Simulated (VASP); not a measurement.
A run of VASP 6.6.1:

File INCAR:

```
  PREC = Accurate
  ENCUT = 520
  EDIFF = 1E-6
  ISMEAR = 0
  SIGMA = 0.15
  LREAL = False
  LASPH = True
  NELM = 60
  ALGO = Normal
  ISIF = 2
  LWAVE = False
  LCHARG = False
  GGA = PS
  NBANDS = 36
```

Contents of KPOINTS:

```
regular mesh
0
Gamma
  12 12 16
```

File POSCAR:

```
TiO
1.0
    4.9584399664      0.0000000000      0.0000000000
   -2.4792199832      4.2941349741      0.0000000000
    0.0000000000      0.0000000000      2.8359676515
Ti O
3 3
Direct
    0.6666666667      0.3333333333      0.5000000000
    0.3333333333      0.6666666667      0.5000000000
    0.0000000000      0.0000000000      0.0000000000
    0.6052948633      0.6052948633      0.0000000000
    0.3947051367      0.0000000000      0.0000000000
    0.0000000000      0.3947051367      0.0000000000
```

Potentials or basis: VASP PAW PBE potentials, release 64 (Ti_sv, O).

Run with:

```sh
$ cat potpaw_PBE.64/Ti_sv/POTCAR potpaw_PBE.64/O/POTCAR > POTCAR
$ mpirun -np 1 vasp_std > vasp.out
```

Hardware: 1 thread of AMD EPYC 9R45 (Zen 5) (shared host).

Problem. How long does it take, and how much memory?

Solution. It took 6.9 min on 1 thread of AMD EPYC 9R45 (Zen 5), with other jobs on the host, peak memory 0.36 GiB. Counts: scf iterations 15, k points 171.
